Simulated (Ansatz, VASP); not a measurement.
Ca7CrO8: VASP beside Ansatz

```
CELL_PARAMETERS angstrom
0.00000 4.81500 4.81500
4.81500 0.00000 4.81500
4.81500 4.81500 0.00000
ATOMIC_POSITIONS crystal
Cr 0.00000 0.00000 0.00000
Ca 0.00000 0.00000 0.50000
Ca 0.00000 0.50000 0.00000
Ca 0.00000 0.50000 0.50000
Ca 0.50000 0.00000 0.00000
Ca 0.50000 0.00000 0.50000
Ca 0.50000 0.50000 0.00000
Ca 0.50000 0.50000 0.50000
O 0.25000 0.25000 0.25000
O 0.24689 0.24689 0.75311
O 0.24689 0.75311 0.24689
O 0.24689 0.75311 0.75311
O 0.75311 0.24689 0.24689
O 0.75311 0.24689 0.75311
O 0.75311 0.75311 0.24689
O 0.75000 0.75000 0.75000
```

Alike in both runs: task single point; functional PBEsol; k mesh 3 × 3 × 3; occupations gaussian, width 0.05 eV; collinear spin.

|  | VASP | Ansatz |
| --- | --- | --- |
| version | VASP 6.6.1 | Ansatz 0.2.0 |
| potentials or method | VASP PAW PBE potentials, release 64 (Cr_pv, Ca_sv, O), cutoff 600 eV | scalar-relativistic, plane waves, PAW |
| valence electrons in the cell | 130 | 132 |

|  | VASP | Ansatz | Ansatz less VASP |
| --- | --- | --- | --- |
| gap on the k mesh at the Fermi level (eV) | none | none | - |
| pressure (GPa) | -6.6 | -7.0 | -0.44 |
| rms of the force components (eV/Å) | 0.045 | 0.041 | -0.0045 |
| net moment per atom (μB) | 0.25 | 0.25 | 0.000 |
| size of the moment on the site where the two differ most (μB) | 3.61 | 3.36 | -0.255 |

VASP's potentials were made for PBE, not for PBEsol. Site moments also hang on the region over which each program counts them. Atom by atom the forces differ by 0.005 eV/Å (rms over components). A gap of «none» marks a metal or a gap that the smearing closes. With one functional, cell and mesh, what is left measures potentials, basis and numerics. VASP's potentials hold 130 valence electrons a cell and Ansatz's 132, so a difference there can come from the potentials and not from the codes.

The k mesh is coarse, so the values compare programs but aren't converged.
